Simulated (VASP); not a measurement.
## TaAs: single point with PBE

Crystal: TaAs.

```
CELL_PARAMETERS angstrom
-1.59293 1.59293 6.10199
1.59293 -1.59293 6.10199
1.59293 1.59293 -6.10199
ATOMIC_POSITIONS crystal
Ta 0.50017 0.00017 0.50000
Ta 0.75017 0.75017 0.00000
As 0.08243 0.58243 0.50000
As 0.33243 0.33243 0.00000
```

This cell differs from its parent crystal: strain -0.080 along x and y, +0.040 along z.

```
Program             : VASP 6.6.1
Task                : single point
Functional          : PBE
Potentials or basis : VASP PAW PBE potentials, release 64 (Ta_pv, As)
Cutoff              : 520 eV
k mesh              : 20 × 20 × 20
Occupations         : gaussian, width 0.15 eV
Spin                : no spin polarisation
```

```yaml
Pressure: 36.0 GPa
Largest_force: 1.542 eV/Å
Band_gap_on_the_k_mesh: zero (bands 16 and 17 overlap by 0.79 eV)
```

Forces on the atoms (eV/Å):
```
Ta   0.000  0.000 -1.542
Ta   0.000  0.000 -1.542
As   0.000  0.000  1.542
As   0.000  0.000  1.542
```

Stress tensor (GPa, compression positive):
```
47.36  0.00  0.00
 0.00 47.36  0.00
 0.00  0.00 13.27
```

Levels at points of the mesh, in eV from the Fermi level:
```
           k point  band 13  band 14  band 15  band 16  band 17  band 18  band 19  band 20
(0.00, 0.00, 0.00)    -1.97    -1.97    -1.33    -1.33     1.84     2.27     2.39     3.61
(0.50, 0.00, 0.00)    -2.60    -2.29    -2.14    -0.86     0.62     1.81     1.97     3.71
(0.50, 0.50, 0.00)    -3.65    -3.65    -0.88    -0.88     3.26     3.26     4.04     4.04
(0.50, 0.50, 0.50)    -2.58    -2.58    -0.18    -0.18     2.05     2.05     2.76     2.76
```

It took 21 min on 1 thread of Intel(R) Xeon(R) 6975P-C (Granite Rapids), on a shared host, peak memory 0.98 GiB.

Caveat: the cell differs from its parent crystal (strain -0.080 along x and y, +0.040 along z); the stress differs along the axes, from 13 to 47 GPa; spin-orbit coupling is left out, which moves the levels of the heavy elements; forces of over 1 eV/Å act on the atoms, so gaps and moduli don't describe the material at rest.
